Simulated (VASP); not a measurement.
Input of a VASP 6.6.1 run:

The input POSCAR:

```
NaF
1.0
    0.0000000000      2.3581495000      2.2884505000
    2.3581495000      0.0000000000      2.2884505000
    2.3581495000      2.3581495000      0.0000000000
Na F
1 1
Direct
    0.0000000000      0.0000000000      0.0000000000
    0.5000000000      0.5000000000      0.5000000000
```

Contents of INCAR.step1:

```
SYSTEM = NaF
PREC = Accurate
ENCUT = 520
ISMEAR = 0
SIGMA = 0.05
LREAL = .FALSE.
LASPH = .TRUE.
NELM = 60
NBANDS = 14
GGA = PE
ALGO = Normal
EDIFF = 1E-4
LWAVE = .TRUE.
LCHARG = .FALSE.
```

INCAR.step2

```
SYSTEM = NaF
PREC = Accurate
ENCUT = 520
EDIFF = 1E-6
ISMEAR = 0
SIGMA = 0.05
LREAL = .FALSE.
LASPH = .TRUE.
NELM = 60
ALGO = Normal
ISIF = 2
LWAVE = .FALSE.
LCHARG = .FALSE.
METAGGA = R2SCAN
LMIXTAU = .TRUE.
NBANDS = 14
ISTART = 1
```

The input KPOINTS:

```
regular mesh
0
G
  8 8 8
  0 0 0
```

Potentials or basis: VASP PAW PBE potentials, release 64 (Na_pv, F).

Run with:

```bash
$ cat potpaw_PBE.64/Na_pv/POTCAR potpaw_PBE.64/F/POTCAR > POTCAR
$ cp INCAR.step1 INCAR
$ mpirun -np 1 vasp_std > vasp.out
$ cp INCAR.step2 INCAR
$ mpirun -np 1 vasp_std > vasp.out
```

(1) Estimate the band gap on the k mesh.

(2) Predict the pressure.

Results:

(1) 7.04 eV, direct.

(2) -2.9 GPa.

Caveat: the cell differs from its parent crystal (strain +0.015 along x and y, -0.015 along z); the PAW data sets were made with another functional, which shifts forces and pressure a little.
